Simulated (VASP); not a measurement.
# Ni (Pm-3m) in VASP: further runs, part 2 of 2

VASP 6.6.1.

**4. Relaxation of cell and atoms, PBEsol, collinear spin, ferromagnetic start**

This run uses another cell than the first one, of 12.01 Å³/atom, 1.049 times its volume.

File INCAR:

```
PREC = Accurate
ENCUT = 600
EDIFF = 1E-7
ISMEAR = -1
SIGMA = 0.1
LREAL = F
LASPH = T
NELM = 150
ALGO = Normal
ISIF = 3
LWAVE = F
LCHARG = F
ISPIN = 2
MAGMOM = 1.5
LORBIT = 11
LMAXMIX = 4
GGA = PS
IBRION = 2
NSW = 80
EDIFFG = -0.01
```

File KPOINTS:

```
regular mesh
0
Gamma
  8 8 8
```

File POSCAR:

```
Ni
1.0
    2.2900000000      0.0000000000      0.0000000000
    0.0000000000      2.2900000000      0.0000000000
    0.0000000000      0.0000000000      2.2900000000
Ni
1
Direct
    0.0000000000      0.0000000000      0.0000000000
```

Potentials or basis: VASP PAW PBE potentials, release 64 (Ni).

Command:

```
$ cat potpaw_PBE.64/Ni/POTCAR > POTCAR
$ mpirun -np 1 vasp_std > vasp.out
```

OUTCAR:

```text
PREC = Accurate
   ENCUT = 600
   EDIFF = 1E-7
   ISMEAR = -1
   LREAL = F
   LASPH = T
   NELM = 150
   ISIF = 3
   ISPIN = 2
   LORBIT = 11
   GGA = PS
   IBRION = 2
   NSW = 80
   EDIFFG = -0.01

 ion  position               nearest neighbor table
   1  0.000  0.000  0.000-

  LATTYP: Found a simple cubic cell.
 ALAT       =     2.2900000000

  Lattice vectors:

 A1 = (   2.2900000000,   0.0000000000,   0.0000000000)
 A2 = (   0.0000000000,   2.2900000000,   0.0000000000)
 A3 = (   0.0000000000,   0.0000000000,   2.2900000000)

Analysis of symmetry for initial positions (statically):
=====================================================================
 Subroutine PRICEL returns:
 Original cell was already a primitive cell.

 Routine SETGRP: Setting up the symmetry group for a
 simple cubic supercell.

 Subroutine GETGRP returns: Found 48 space group operations
 (whereof 48 operations were pure point group operations)
 out of a pool of 48 trial point group operations.

The static configuration has the point symmetry O_h .

Analysis of symmetry for dynamics (positions and initial velocities):
=====================================================================
 Subroutine PRICEL returns:
 Original cell was already a primitive cell.

 Routine SETGRP: Setting up the symmetry group for a
 simple cubic supercell.

 Subroutine GETGRP returns: Found 48 space group operations
 (whereof 48 operations were pure point group operations)
 out of a pool of 48 trial point group operations.

The dynamic configuration has the point symmetry O_h .

Analysis of structural, dynamic, and magnetic symmetry:
=====================================================================
 Subroutine PRICEL returns:
 Original cell was already a primitive cell.

 Routine SETGRP: Setting up the symmetry group for a
 simple cubic supercell.

 Subroutine GETGRP returns: Found 48 space group operations
 (whereof 48 operations were pure point group operations)
 out of a pool of 48 trial point group operations.

The overall configuration has the point symmetry O_h .

 Subroutine INISYM returns: Found 48 space group operations
 (whereof 48 operations are pure point group operations),
 and found     1 'primitive' translations

----------------------------------------------------------------------------------------

                                     Primitive cell

  volume of cell :      12.0090

  direct lattice vectors                    reciprocal lattice vectors
     2.290000000  0.000000000  0.000000000     0.436681223  0.000000000  0.000000000
     0.000000000  2.290000000  0.000000000     0.000000000  0.436681223  0.000000000
     0.000000000  0.000000000  2.290000000     0.000000000  0.000000000  0.436681223

  length of vectors
     2.290000000  2.290000000  2.290000000     0.436681223  0.436681223  0.436681223

  position of ions in fractional coordinates (direct lattice)
     0.000000000  0.000000000  0.000000000

  ion indices of the primitive-cell ions
   primitive index   ion index
                 1           1

----------------------------------------------------------------------------------------
[... 58 lines left out ...]
   NGX,Y,Z   is equivalent  to a cutoff of  13.07, 13.07, 13.07 a.u.
   NGXF,Y,Z  is equivalent  to a cutoff of  26.13, 26.13, 26.13 a.u.
 SYSTEM =  unknown system
   PREC   = accura    normal or accurate (medium, high low for compatibility)
   ISTART =      0    job   : 0-new  1-cont  2-samecut
   ICHARG =      2    charge: 1-file 2-atom 10-const
   ISPIN  =      2    spin polarized calculation?
   LNONCOLLINEAR =      F non collinear calculations
   LSORBIT =      F    spin-orbit coupling
   LASPH  =      T    aspherical Exc in radial PAW
   ENCUT  =  600.0 eV  44.10 Ry    6.64 a.u.   4.57  4.57  4.57*2*pi/ulx,y,z
   NELM   =    150;   NELMIN=  2; NELMDL= -5     # of ELM steps
   EDIFF  = 0.1E-06   stopping-criterion for ELM
   LREAL  =      F    real-space projection
   EDIFFG = -.1E-01   stopping-criterion for IOM
   NSW    =     80    number of steps for IOM
   IBRION =      2    ionic relax: 0-MD 1-quasi-New 2-CG
   NFREE  =      1    steps in history (QN), initial steepest desc. (CG)
   ISIF   =      3    stress and relaxation
   ISYM   =      2    0-nonsym 1-usesym 2-fastsym
   POTIM  = 0.5000    time-step for ionic-motion
   TEBEG  =    0.0;   TEEND  =   0.0 temperature during run
   PSTRESS=    0.0 pullay stress
   NELECT =      10.0000    total number of electrons
   NUPDOWN=      -1.0000    fix difference up-down
   EMIN   =  10.00;   EMAX   =-10.00  energy-range for DOS
   EFERMI =   0.00;   METHOD = LEGACY
   ISMEAR =    -1;   SIGMA  =   0.10  broadening in eV -4-tet -1-fermi 0-gaus
   EFERMI_NEDOS =   21; number of points for ismear=-14 and -15
   IALGO  =     38    algorithm
   IMIX   =      4    mixing-type and parameters
     AMIX     =   0.40;   BMIX     =  1.00
     AMIX_MAG =   1.60;   BMIX_MAG =  1.00
  volume/ion in A,a.u.               =      12.01        81.04
  Fermi-wavevector in a.u.,A,eV,Ry     =   1.540184  2.910526 32.275299  2.372168
  Thomas-Fermi vector in A             =   2.646307
   LORBIT       =     11    0 simple, 1 ext, 2 COOP (PROOUT), +10 PAW based schemes
   GGA     = PS    functional components
   LHFCALC =     F    Hartree Fock is set to
   AEXX    =    0.0000 exact exchange contribution
   IVDW    =     0    specifies the selected vdW correction
   LEPSILON=     F    determine dielectric tensor
   LRPA    =     F    only Hartree local field effects (RPA)
 conjugate gradient relaxation of ions
 spin polarized calculation
  energy-cutoff  :      600.00
  volume of cell :       12.01
 maximum number of plane-waves:       432
   NGX =  9   NGY =  9   NGZ =  9

--------------------------------------- Ionic step        1  -------------------------------------------

 number of electron      10.0000003 magnetization       0.6388625

 Free energy of the ion-electron system (eV)
  ---------------------------------------------------
  ext. energy  EPLUGINS =         0.00000000
  ---------------------------------------------------
  free energy    TOTEN  =        -5.40062831 eV

  energy without entropy =       -5.34016455  energy(sigma->0) =       -5.37039643

------------------------ aborting loop because EDIFF is reached ----------------------------------------

  FORCE on cell =-STRESS in cart. coord.  units (eV):
  Direction    XX          YY          ZZ          XY          YZ          ZX
  --------------------------------------------------------------------------------------
  -------------------------------------------------------------------------------------
  Total        0.0640007      0.0640007      0.0640007     -0.0000000     -0.0000000     -0.0000000
  in kB        8.5386487      8.5386487      8.5386487     -0.0000000     -0.0000000     -0.0000000
  external PRESSURE =       8.5386487 kB  Pullay stress =       0.0000000 kB
[... 57 lines left out ...]
--------------------------------------- Ionic step        3  -------------------------------------------

 number of electron      10.0000006 magnetization       0.6419345

 Free energy of the ion-electron system (eV)
  ---------------------------------------------------
  ext. energy  EPLUGINS =         0.00000000
  ---------------------------------------------------
  free energy    TOTEN  =        -5.40078961 eV

  energy without entropy =       -5.34014467  energy(sigma->0) =       -5.37046714

 E-fermi :   7.8841     XC(G=0): -12.7370

 val. band max:        7.8821453185   @ k =   0.3750   0.1250   0.1250
 cond. band min:       7.8847005344   @ k =   0.5000   0.3750   0.3750
 fundamental gap:      0.0025552158
 Fermi energy:         7.8840745364

 spin component 1

 k-point     1 :       0.0000    0.0000    0.0000
  band No.  band energies     occupation
      1      -0.4991      1.00000
      2       3.9633      1.00000
      3       3.9633      1.00000
      4       7.4536      0.98667
      5       7.4536      0.98667
      6       7.4536      0.98667
      7      27.6959      0.00000
      8      27.6959      0.00000
      9      27.6959      0.00000
     10      31.5771      0.00000
[... 287 lines left out ...]
 k-point    24 :       0.5000    0.3750    0.1250
  band No.  band energies     occupation
      1       3.7179      1.00000
      2       5.1141      1.00000
      3       6.0776      1.00000
      4       6.2621      1.00000
      5       7.5581      0.96301
      6      12.6395      0.00000
      7      13.0337      0.00000
      8      21.3721      0.00000
      9      21.7680      0.00000
     10      33.2451      0.00000

 [... further k-points ...]

 spin component 2

 k-point     1 :       0.0000    0.0000    0.0000
  band No.  band energies     occupation
      1      -0.4396      1.00000
      2       4.5376      1.00000
      3       4.5376      1.00000
      4       8.1697      0.05436
      5       8.1697      0.05436
      6       8.1697      0.05436
      7      27.7936      0.00000
      8      27.7936      0.00000
      9      27.7936      0.00000
     10      31.7464      0.00000
[... 327 lines left out ...]
  FREE ENERGIE OF THE ION-ELECTRON SYSTEM (eV)
  ---------------------------------------------------
  free  energy   TOTEN  =        -5.4007896060 eV

  energy  without entropy=       -5.3401446716  energy(sigma->0) =       -5.37046714

 reached required accuracy - stopping structural energy minimisation

 total charge

# of ion       s       p       d       tot
------------------------------------------
    1        0.530   0.420   8.368   9.317

 magnetization (x)

# of ion       s       p       d       tot
------------------------------------------
    1        0.001   0.004   0.636   0.641
```

CONTCAR:

```text
Ni
   1.00000000000000
     2.2938996323455694    0.0000000000000000   -0.0000000000000000
    -0.0000000000000000    2.2938996323455694   -0.0000000000000000
     0.0000000000000000   -0.0000000000000000    2.2938996323455694
  Ni
     1
Direct
     0.0000000000000000    0.0000000000000000    0.0000000000000000

  0.00000000E+00  0.00000000E+00  0.00000000E+00
```

Wall time 16 s (1 thread of Intel Xeon 6975P-C, shared host); peak memory 0.13 GiB.

What came out:

- Free energy: -5.4008 eV
- Relaxed volume: 12.07 Å³/atom
- Relaxed cell: a = 2.294 Å, b = 2.294 Å, c = 2.294 Å, α = 90.00°, β = 90.00°, γ = 90.00°
- Space group after relaxing (to 0.05 Å): Pm-3m (No. 221)
- Energy gained by relaxing: 0.2 meV/atom
- Ionic steps: 3
- Pressure after relaxing: 0.0 GPa
- Net moment: 0.64 μB per cell
- Site moments: Ni +0.64 μB
- Valence electrons inside the program's atomic spheres: Ni 9.32

The path:
```
step  energy change (eV)  largest force (eV/Å)  pressure (GPa)  volume (Å³)
   1              0.0000                0.0000            0.85        12.01
   2             -0.0001                0.0000           -0.65        12.12
   3             -0.0002                0.0000            0.01        12.07
```

Final structure:
```
CELL_PARAMETERS angstrom
2.29390 0.00000 0.00000
0.00000 2.29390 0.00000
0.00000 0.00000 2.29390
ATOMIC_POSITIONS crystal
Ni 0.00000 0.00000 0.00000
```

Levels at points of the mesh, in eV from the Fermi level:
Spin up:
```csv
k point,band 2,band 3,band 4,band 5,band 6,band 7,band 8,band 9
"(0.00, 0.00, 0.00)",-3.92,-3.92,-0.43,-0.43,-0.43,19.81,19.81,19.81
"(0.50, 0.00, 0.00)",-3.47,-1.53,-1.53,-1.27,-0.33,3.68,24.81,27.17
"(0.50, 0.50, 0.00)",-3.09,-1.31,-1.31,0.30,5.18,5.18,11.43,11.64
"(0.50, 0.50, 0.50)",-3.53,-3.53,0.36,0.36,12.00,12.00,12.00,13.90
```
Spin down:
```csv
k point,band 2,band 3,band 4,band 5,band 6,band 7,band 8,band 9
"(0.00, 0.00, 0.00)",-3.35,-3.35,0.29,0.29,0.29,19.91,19.91,19.91
"(0.50, 0.00, 0.00)",-2.87,-1.25,-0.86,-0.86,0.39,4.15,24.78,27.21
"(0.50, 0.50, 0.00)",-2.52,-0.63,-0.63,1.03,5.25,5.25,11.65,11.96
"(0.50, 0.50, 0.50)",-2.98,-2.98,1.10,1.10,12.14,12.14,12.14,13.83
```

Caveat: the PAW data sets were made with another functional, which shifts forces and pressure a little.

**5. Relaxation of cell and atoms, PBEsol, collinear spin, ferromagnetic start, target pressure 10 GPa, at which the enthalpy is minimised**

This run uses another cell than the first one, of 12.01 Å³/atom, 1.049 times its volume.

Edit INCAR of step 4 so:

```diff
@@ -20 +20,2 @@
 EDIFFG = -0.01
+PSTRESS = 100.0
```

File KPOINTS:

```
Automatic mesh
0
Gamma
  8 8 8
```

POSCAR is that of step 4.

Command:

```
$ cat potpaw_PBE.64/Ni/POTCAR > POTCAR
$ mpirun -np 1 vasp_std > vasp.out
```

Run time: 18 s. Hardware: 1 thread of Intel Xeon 6975P-C, shared host; peak memory 0.13 GiB.

It converged, with:

| Item | Value |
| --- | --- |
| Free energy | -5.3822 eV |
| Relaxed volume | 11.44 Å³/atom |
| Relaxed cell | a = 2.253 Å, b = 2.253 Å, c = 2.253 Å, α = 90.00°, β = 90.00°, γ = 90.00° |
| Space group after relaxing (to 0.05 Å) | Pm-3m (No. 221) |
| Energy change on relaxing (the enthalpy is what falls) | +18.5 meV/atom |
| Ionic steps | 3 |
| Pressure after relaxing | 9.9 GPa |
| Net moment | 0.61 μB per cell |
| Site moments | Ni +0.60 μB |
| Valence electrons inside the program's atomic spheres | Ni 9.41 |

The path:
```csv
step,energy change (eV),largest force (eV/Å),pressure (GPa),volume (Å³)
1,0.0000,0.0000,0.85,12.01
2,0.0752,0.0000,22.03,10.86
3,0.0185,0.0000,9.92,11.44
```

Final structure:
```
Ni
1.0
     2.25301    0.00000    0.00000
     0.00000    2.25301    0.00000
     0.00000    0.00000    2.25301
Ni
1
Direct
  0.00000 0.00000 0.00000
```

Levels at points of the mesh, in eV from the Fermi level:
Spin up:
```tsv
k point	band 3	band 4	band 5	band 6	band 7	band 8
(0.00, 0.00, 0.00)	-4.16	-0.38	-0.38	-0.38	20.48	20.48
(0.50, 0.00, 0.00)	-1.58	-1.58	-1.44	-0.28	3.99	25.33
(0.50, 0.50, 0.00)	-1.34	-1.34	0.41	5.33	5.33	11.77
(0.50, 0.50, 0.50)	-3.76	0.48	0.48	12.53	12.53	12.53
```
Spin down:
```csv
k point,band 2,band 3,band 4,band 5,band 6,band 7,band 8,band 9
"(0.00, 0.00, 0.00)",-3.62,-3.62,0.30,0.30,0.30,20.58,20.58,20.58
"(0.50, 0.00, 0.00)",-3.10,-1.40,-0.95,-0.95,0.41,4.44,25.31,28.04
"(0.50, 0.50, 0.00)",-2.71,-0.69,-0.69,1.10,5.40,5.40,12.00,12.70
"(0.50, 0.50, 0.50)",-3.25,-3.25,1.17,1.17,12.67,12.67,12.67,13.99
```

Caveat: the cell is relaxed towards a set pressure, so the enthalpy falls and the energy may rise; the PAW data sets were made with another functional, which shifts forces and pressure a little.

**6. Overview**

| task | cell | cutoff (eV) | gap on the mesh (eV) | pressure (GPa) | moment (μB) |
| --- | --- | --- | --- | --- | --- |
| single point | a = 2.254 Å, 1 atom | 520 | none | 9.8 | 0.61 |
| single point | a = 2.295 Å, 1 atom | 520 | none | 0.0 | 0.64 |
| relaxation of cell and atoms | relaxed from a = 2.290 Å, 1 atom | 600 | none | 0.0 | 0.64 |
| relaxation of cell and atoms | relaxed to 10 GPa from a = 2.290 Å, 1 atom | 600 | none | 9.9 | 0.61 |

Alike in all rows: level PBEsol; potentials or basis VASP PAW PBE potentials, release 64 (Ni); spin collinear, ferromagnetic start; k mesh 8 × 8 × 8; smearing fermi-dirac 0.1 eV.

Caveats: the PAW data sets were made with another functional, which shifts forces and pressure a little; the cell is relaxed towards a set pressure, so the enthalpy falls and the energy may rise (some runs).

Absolute energies hang on the potentials; compare differences alone.
